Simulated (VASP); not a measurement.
A run of VASP 6.6.1:

File INCAR:

```
SYSTEM = Mg
ALGO     = Normal         ! electronic algorithm
EDIFF    = 1E-6           ! SCF threshold, eV
EDIFFG   = -0.01          ! ionic threshold
ENCUT    = 600            ! plane-wave cutoff, eV
GGA      = PS             ! functional
IBRION   = 2              ! ionic algorithm
ISIF     = 3              ! what is computed and relaxed
ISMEAR   = 0              ! smearing method
LASPH    = .TRUE.         ! aspherical terms in the spheres
LCHARG   = .FALSE.        ! write CHGCAR
LREAL    = .FALSE.        ! projectors in reciprocal space
LWAVE    = .FALSE.        ! write WAVECAR
NELM     = 100            ! most SCF steps
NSW      = 100            ! ionic steps
PREC     = Accurate       ! precision mode
SIGMA    = 0.1            ! smearing width, eV
```

KPOINTS

```
k-points
0
G
  12 12 14
  0 0 0
```

POSCAR

```
Mg
1.0
    5.2783903522      0.0000000000      0.0000000000
   -2.6391951761      4.5712201361      0.0000000000
    0.0000000000      0.0000000000      3.2358827811
Mg
3
Direct
    0.0000000000      0.0000000000      0.0000000000
    0.3333333333      0.6666666667      0.5000000000
    0.6666666667      0.3333333333      0.5000000000
```

Potentials or basis: VASP PAW PBE potentials, release 64 (Mg).

Launch:

```sh
$ cat potpaw_PBE.64/Mg/POTCAR > POTCAR
$ mpirun -np 1 vasp_std > vasp.out
```

Hardware: 1 thread of AMD EPYC 7R43 64-Core Processor (Zen 3), with other jobs on the host.

Task: Estimate the wall time of this run.

Result: Run time: 4.5 min on 1 thread of AMD EPYC 7R43 64-Core Processor (Zen 3), with other jobs on the host, peak memory 0.25 GiB. Counts: scf iterations 31, k points 152, ion steps 6.
